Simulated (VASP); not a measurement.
Runs of VASP 6.6.1 on Ba3Pb2. The structure is that of space group Pm-3m (No. 221), or close to it. The cells are those of the table. The cell was built from a structure type or drawn by symmetry, and may not be a known phase.

| task | cell | k mesh | cutoff (eV) | gap on the mesh (eV) | pressure (GPa) | relaxed volume (Å³/atom) |
| --- | --- | --- | --- | --- | --- | --- |
| relaxation of cell and atoms | relaxed from a = 5.607 Å, 5 atoms | 4 × 4 × 4 | 600 | none | 0.0 | 59.14 |
| single point | a = 5.607 Å, 5 atoms | 4 × 4 × 4 | 520 | none | (b) | - |
| relaxation of cell and atoms | relaxed from a = 6.585 Å, 5 atoms | 6 × 6 × 6 | 600 | none | 0.0 | 59.13 |
| single point | a = 6.585 Å, 5 atoms | 4 × 4 × 4 | 520 | none | (a) | - |
| single point | a = 6.641 Å, 5 atoms | 6 × 6 × 6 | 520 | none | 0.1 | - |

Alike in all rows: level PBE; potentials or basis VASP PAW PBE potentials, release 64 (Ba_sv, Pb_d); no spin polarisation; smearing gaussian 0.1 eV.

Estimate the missing entries.

(a) 0.5; (b) 20.9.

Caveats: spin-orbit coupling is left out, which moves the levels of the heavy elements; the volume moved by over 15 % at a fixed basis, so the end points are rough (at least some runs); the cell stands under pressure (at least some runs).

A k mesh can miss the band edges, and the runs leave out spin-orbit coupling on Ba, Pb.

A gap of «none» marks levels without a gap at the run's occupations.
